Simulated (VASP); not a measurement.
Input of a VASP 6.6.1 run:

Contents of INCAR:

```
  PREC = Accurate
  ENCUT = 520
  EDIFF = 1E-6
  ISMEAR = 0
  SIGMA = 0.01
  LREAL = Auto
  LASPH = T
  NELM = 60
  ALGO = Normal
  ISIF = 2
  LWAVE = F
  LCHARG = T
  GGA = PE
  IVDW = 12
  LELF = T
  LVHAR = T
  NBANDS = 122
  NELECT = 208.0
```

The input KPOINTS:

```
Automatic mesh
0
Gamma
  3 3 2
  0 0 0.5
```

The input POSCAR:

```
HW8S16
1.0
    6.3082133253     -0.0000000001      0.0000000000
   -3.1541066627     -5.4630729922      0.0000000000
    0.0000000000      0.0000000000    -12.1445021927
W S H
8 16 1
Direct
    0.8343301016      0.1672008082      0.2522367455
    0.3343347523      0.1672109119      0.2522338506
    0.8343429989      0.6672108591      0.2522065108
    0.3343355370      0.6672024349      0.2522269618
    0.1705708629      0.3394795364      0.7526345228
    0.6677461895      0.3338970602      0.7526030707
    0.1705199881      0.8310889126      0.7525310549
    0.6621940722      0.8311315298      0.7525716939
    0.8325293055      0.1690739470      0.8842103513
    0.3381293713      0.1690137714      0.8842115948
    0.8325710680      0.6635749015      0.8841922040
    0.3344205803      0.6673793644      0.8846726241
    0.1676855693      0.3339121316      0.3818251900
    0.6676807859      0.3338988959      0.3817557337
    0.1676729303      0.8338402270      0.3818095781
    0.6676347234      0.8338315260      0.3818163353
    0.8326126139      0.1691948815      0.6209859498
    0.3381874919      0.1691735022      0.6209598905
    0.8325023754      0.6634853248      0.6209577437
    0.3344444224      0.6671506051      0.6204903404
    0.1676689562      0.3338916548      0.1226524175
    0.6676625464      0.3338486981      0.1226973750
    0.1677042933      0.8338727800      0.1226376923
    0.6676335938      0.8338759262      0.1226387428
    0.0011500202      0.0005864770      0.7525439222
```

Potentials or basis: VASP PAW PBE potentials, release 64 (W_sv, S, H).

Run with:

```console
$ cat potpaw_PBE.64/W_sv/POTCAR potpaw_PBE.64/S/POTCAR potpaw_PBE.64/H/POTCAR > POTCAR
$ mpirun -np 1 vasp_std > vasp.out
```

Problem. Predict the dispersion energy per atom.

Solution. -0.424 eV.

Problem. What does it give for the largest force?

Solution. 0.017 eV/Å.

Forces in eV/Å, atoms in the order of the input:
```
W    0.000 -0.001  0.001
W    0.001  0.000  0.001
W   -0.001  0.001 -0.003
W    0.000  0.000  0.000
W   -0.002 -0.015  0.008
W    0.000 -0.003  0.004
W    0.012  0.003 -0.004
W   -0.013  0.005  0.000
S    0.004  0.000  0.008
S   -0.004  0.000  0.008
S    0.002  0.000  0.009
S    0.005  0.007  0.011
S    0.000  0.000 -0.002
S   -0.001  0.001 -0.002
S    0.000  0.000 -0.004
S   -0.001  0.000 -0.002
S    0.004  0.007 -0.007
S   -0.003  0.005 -0.008
S    0.001 -0.004 -0.006
S   -0.004 -0.003 -0.009
S    0.001 -0.002  0.001
S    0.000 -0.001 -0.002
S    0.001  0.000 -0.001
S    0.001  0.001 -0.001
H   -0.003  0.000  0.000
```

Caveat: the cell carries a net charge on a neutralising background, which shifts energy and pressure.
